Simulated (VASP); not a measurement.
# KLi (P-6m2) in VASP: further runs, part 2 of 2

VASP 6.6.1. The steps go on from the part before.

**4. Single point, PBEsol**

This run uses another cell than the first one, of 42.20 Å³/atom, 0.962 times its volume.

INCAR reads:

```
SYSTEM = KLi
  PREC = Accurate
  ENCUT = 520
  EDIFF = 1E-6
  ISMEAR = 0
  SIGMA = 0.1
  LREAL = .FALSE.
  LASPH = .TRUE.
  NELM = 100
  ALGO = Normal
  ISIF = 2
  LWAVE = .FALSE.
  LCHARG = .FALSE.
  GGA = PS
  NBANDS = 13
```

KPOINTS reads:

```
regular mesh
0
G
  6 6 4
  0 0 0
```

POSCAR reads:

```
KLi
1.0
    3.8991218173      0.0000000000      0.0000000000
   -1.9495609086      3.3767385462      0.0000000000
    0.0000000000      0.0000000000      6.4106411714
K Li
1 1
Direct
    0.3333333333      0.6666666667      0.5000000000
    0.0000000000      0.0000000000      0.0000000000
```

Potentials or basis: VASP PAW PBE potentials, release 64 (K_sv, Li_sv).

Run with:

```
cat potpaw_PBE.64/K_sv/POTCAR potpaw_PBE.64/Li_sv/POTCAR > POTCAR
mpirun -np 1 vasp_std > vasp.out
```

OUTCAR:

```text
SYSTEM = KLi
   PREC = Accurate
   ENCUT = 520
   EDIFF = 1E-6
   ISMEAR = 0
   LREAL = .FALSE.
   LASPH = .TRUE.
   NELM = 100
   ISIF = 2
   GGA = PS

 ion  position               nearest neighbor table
   1  0.333  0.667  0.500-
   2  0.000  0.000  0.000-

  LATTYP: Found a hexagonal cell.
 ALAT       =     3.8991218173
 C/A-ratio  =     1.6441243623

  Lattice vectors:

 A1 = (   3.8991218173,   0.0000000000,   0.0000000000)
 A2 = (  -1.9495609086,   3.3767385462,   0.0000000000)
 A3 = (   0.0000000000,   0.0000000000,   6.4106411714)

Analysis of symmetry for initial positions (statically):
=====================================================================
 Subroutine PRICEL returns:
 Original cell was already a primitive cell.

 Routine SETGRP: Setting up the symmetry group for a
 hexagonal supercell.

 Subroutine GETGRP returns: Found 12 space group operations
 (whereof 12 operations were pure point group operations)
 out of a pool of 24 trial point group operations.

The static configuration has the point symmetry D_3h.

[... 167 lines left out ...]
      2     -31.5440      2.00000
      3     -15.0630      2.00000
      4     -14.9820      2.00000
      5     -14.9820      2.00000
      6      -2.5073      2.00000
      7       0.7186      0.00000
      8       0.9540      0.00000
      9       5.0989      0.00000
     10       5.0989      0.00000
     11       6.6396      0.00000
     12       6.9014      0.00000
     13       6.9014      0.00000
[... 306 lines left out ...]
  band No.  band energies     occupation
      1     -46.8127      2.00000
      2     -31.5092      2.00000
      3     -15.2018      2.00000
      4     -15.1996      2.00000
      5     -15.0043      2.00000
      6       1.4215      0.00000
      7       1.8005      0.00000
      8       1.9385      0.00000
      9       2.0606      0.00000
     10       2.3801      0.00000
     11       4.0272      0.00000
     12       5.9405      0.00000
     13       6.5263      0.00000

------------------------ aborting loop because EDIFF is reached ----------------------------------------

  FORCE on cell =-STRESS in cart. coord.  units (eV):
  Direction    XX          YY          ZZ          XY          YZ          ZX
  --------------------------------------------------------------------------------------
  -------------------------------------------------------------------------------------
  Total        0.3391659      0.3391659     -0.2163588      0.0000000      0.0000000      0.0000000
  in kB        6.4380906      6.4380906     -4.1069499      0.0000000      0.0000000      0.0000000
  external PRESSURE =       2.9230771 kB  Pullay stress =       0.0000000 kB

 VOLUME and BASIS-vectors are now :
 -----------------------------------------------------------------------------
  energy-cutoff  :      520.00
  volume of cell :       84.40
      direct lattice vectors                 reciprocal lattice vectors
     3.899121817  0.000000000  0.000000000     0.256468007  0.148071873  0.000000000
    -1.949560909  3.376738546  0.000000000     0.000000000  0.296143745  0.000000000
     0.000000000  0.000000000  6.410641171     0.000000000  0.000000000  0.155990637

 POSITION                                       TOTAL-FORCE (eV/Angst)
 -----------------------------------------------------------------------------------
     -0.00000      2.25116      3.20532         0.000000      0.000000      0.000000
      0.00000      0.00000      0.00000        -0.000000      0.000000      0.000000
 -----------------------------------------------------------------------------------
    total drift:                                0.000000     -0.000000     -0.000000

  FREE ENERGIE OF THE ION-ELECTRON SYSTEM (eV)
  ---------------------------------------------------
  free  energy   TOTEN  =        -2.6866552307 eV

  energy  without entropy=       -2.6819708937  energy(sigma->0) =       -2.68431306
```

OSZICAR:

```text
N       E                     dE             d eps       ncg     rms          rms(c)
DAV:   1     0.603824340183E+02    0.60382E+02   -0.44189E+03   546   0.784E+02
DAV:   2     0.162990043133E+01   -0.58753E+02   -0.57241E+02   636   0.207E+02
DAV:   3    -0.267765014970E+01   -0.43076E+01   -0.42857E+01  1056   0.406E+01
DAV:   4    -0.273988132086E+01   -0.62231E-01   -0.62206E-01   689   0.539E+00
DAV:   5    -0.274178918950E+01   -0.19079E-02   -0.19078E-02   896   0.627E-01    0.277E+00
DAV:   6    -0.269860278720E+01    0.43186E-01   -0.45096E-02   720   0.844E-01    0.219E+00
DAV:   7    -0.268655165093E+01    0.12051E-01   -0.58556E-02   769   0.818E-01    0.743E-01
DAV:   8    -0.268669707439E+01   -0.14542E-03   -0.24029E-03   714   0.391E-01    0.640E-02
DAV:   9    -0.268665581793E+01    0.41256E-04   -0.26304E-04   786   0.748E-02    0.268E-02
DAV:  10    -0.268665555411E+01    0.26382E-06   -0.25593E-05   714   0.350E-02    0.392E-03
DAV:  11    -0.268665523065E+01    0.32345E-06   -0.22324E-06   812   0.792E-03
   1 F= -.26866552E+01 E0= -.26843131E+01  d E =-.468434E-02
```

stdout:

```text
POSCAR found type information on POSCAR K Li
 POSCAR found :  2 types and       2 ions
 scaLAPACK will be used
 -----------------------------------------------------------------------------
|                                                                             |
|                                                                             |
|     You enforced a specific xc type in the INCAR file but a different       |
|     I HOPE YOU KNOW WHAT YOU ARE DOING!                                     |
|                                                                             |
 -----------------------------------------------------------------------------

 LDA part: xc-table for (Slater+PW92), standard interpolation
 POSCAR, INCAR and KPOINTS ok, starting setup
 FFT: planning ... GRIDC
 FFT: planning ... GRID_SOFT
 FFT: planning ... GRID
 WAVECAR not read
 entering main loop
```

It took 18 s on 1 thread of Intel Xeon Platinum 8375C at 2.90GHz (Ice Lake), shared host; peak memory 0.19 GiB.

Results:

```yaml
Free_energy: -2.6867 eV
Band_gap_on_the_k_mesh: zero (band 6 reaches 1.42 eV, above the bottom of band 7 at -1.56 eV)
```

Caveat: the cutoff is under 1.25 times the usual one of these potentials, so pressure, stress and relaxed cells hold a basis-set (Pulay) error; the PAW data sets were made with another functional, which shifts forces and pressure a little.

**5. Summary**

| task | cell | k mesh | cutoff (eV) | gap on the mesh (eV) |
| --- | --- | --- | --- | --- |
| single point | a = 4.043, b = 4.043, c = 6.198 Å, angles 90.0, 90.0, 120.0°, 2 atoms | 12 × 12 × 8 | 520 | none |
| relaxation of cell and atoms | relaxed from a = 3.899, b = 3.899, c = 6.411 Å, angles 90.0, 90.0, 120.0°, 2 atoms | 12 × 12 × 8 | 600 | none |
| single point | a = 3.899, b = 3.899, c = 6.411 Å, angles 90.0, 90.0, 120.0°, 2 atoms | 6 × 6 × 4 | 520 | none |

Alike in all rows: level PBEsol; potentials or basis VASP PAW PBE potentials, release 64 (K_sv, Li_sv); no spin polarisation; smearing gaussian 0.1 eV.

Caveats: the cutoff is under 1.25 times the usual one of these potentials, so pressure, stress and relaxed cells hold a basis-set (Pulay) error; the PAW data sets were made with another functional, which shifts forces and pressure a little.

Total energies depend on the potentials used, so only differences within one code and one set of settings carry meaning.
